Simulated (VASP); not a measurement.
Input of a VASP 6.6.1 run:

The input INCAR:

```
SYSTEM = SiGe3
ALGO     = Normal         ! electronic algorithm
EDIFF    = 1E-6           ! SCF threshold, eV
ENCUT    = 520            ! plane-wave cutoff, eV
GGA      = PE             ! functional
ISIF     = 2              ! what is computed and relaxed
ISMEAR   = 0              ! smearing method
LASPH    = .True.         ! aspherical terms in the spheres
LCHARG   = .False.        ! write CHGCAR
LREAL    = .False.        ! projectors in reciprocal space
LWAVE    = .False.        ! write WAVECAR
NBANDS   = 31             ! bands
NELM     = 60             ! most SCF steps
PREC     = Accurate       ! precision mode
SIGMA    = 0.01           ! smearing width, eV
```

Contents of KPOINTS:

```
k-points
0
Gamma
  6 6 4
  0 0 0
```

POSCAR

```
SiGe3
1.0
    4.0978547203      0.0000000000      0.0000000000
    0.0000000000      4.0978547203      0.0000000000
    0.0000000000      0.0000000000      5.7688403000
Si Ge
1 3
Direct
    0.0000000000      0.0000000000      0.0000000000
    0.0000000000      0.5000000000      0.2435039931
    0.5000000000      0.5000000000      0.5000000000
    0.5000000000      0.0000000000      0.7564960069
```

Potentials or basis: VASP PAW PBE potentials, release 64 (Si, Ge_d).

Command:

```bash
$ cat potpaw_PBE.64/Si/POTCAR potpaw_PBE.64/Ge_d/POTCAR > POTCAR
$ mpirun -np 1 vasp_std > vasp.out
```

(1) What does it give for the pressure?

(2) Estimate the band gap on the k mesh.

Results:

(1) -3.2 GPa.

(2) zero (filled and empty bands touch).
